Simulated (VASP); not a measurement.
Wanted: the native input for a VASP 6.6.1 run.

| Property | Result |
| --- | --- |
| Task | relaxation of cell and atoms |
| Functional | PBE |
| Potentials or basis | VASP PAW PBE potentials, release 64 (Al, Rh_pv) |
| Cutoff | 600 eV |
| k mesh | 6 × 6 × 6 |
| Occupations | gaussian, width 0.1 eV |
| Spin | no spin polarisation |
| Dipole correction | no |
| Further INCAR settings | ALGO = Normal; EDIFF = 1e-06; IBRION = 2; EDIFFG = -0.04; NSW = 90; ISIF = 3 |

The structure of AlRh2 lies in POSCAR:

```
AlRh2
1.0
    3.4429433783      0.0000000000      0.0000000000
   -1.7214716892      2.9816764294      0.0000000000
    0.0000000000      0.0000000000      3.7174637806
Al Rh
1 2
Direct
    0.0000000000      0.0000000000      0.0000000000
    0.3333333333      0.6666666667      0.5000000000
    0.6666666667      0.3333333333      0.5000000000
```

The input as run:

INCAR

```
SYSTEM = AlRh2
  PREC = Accurate
  ENCUT = 600
  EDIFF = 1E-6
  ISMEAR = 0
  SIGMA = 0.1
  LREAL = .FALSE.
  LASPH = .TRUE.
  NELM = 60
  ALGO = Normal
  ISIF = 3
  LWAVE = .FALSE.
  LCHARG = .FALSE.
  GGA = PE
  IBRION = 2
  NSW = 90
  EDIFFG = -0.04
```

KPOINTS

```
Automatic mesh
0
G
  6 6 6
  0 0 0
```

Potentials or basis: VASP PAW PBE potentials, release 64 (Al, Rh_pv).

Launch:

```bash
$ cat potpaw_PBE.64/Al/POTCAR potpaw_PBE.64/Rh_pv/POTCAR > POTCAR
$ mpirun -np 1 vasp_std > vasp.out
```

It gave:

The relaxed volume is 14.64 Å³/atom and the relaxed cell is a = 4.291 Å, b = 4.291 Å, c = 2.754 Å, α = 90.00°, β = 90.00°, γ = 120.00°. The space group after relaxing (to 0.1 Å) is P6/mmm (No. 191), the pressure after relaxing is 0.0 GPa and the band gap on the k mesh is zero (an odd number of electrons rules out a gap without spin polarisation).

Caveat: the volume moved by over 15 % at a fixed basis, so the end points are rough.

It took 6.9 min on 1 thread of Intel Xeon 8259CL, with other jobs on the host, peak memory 0.18 GiB.
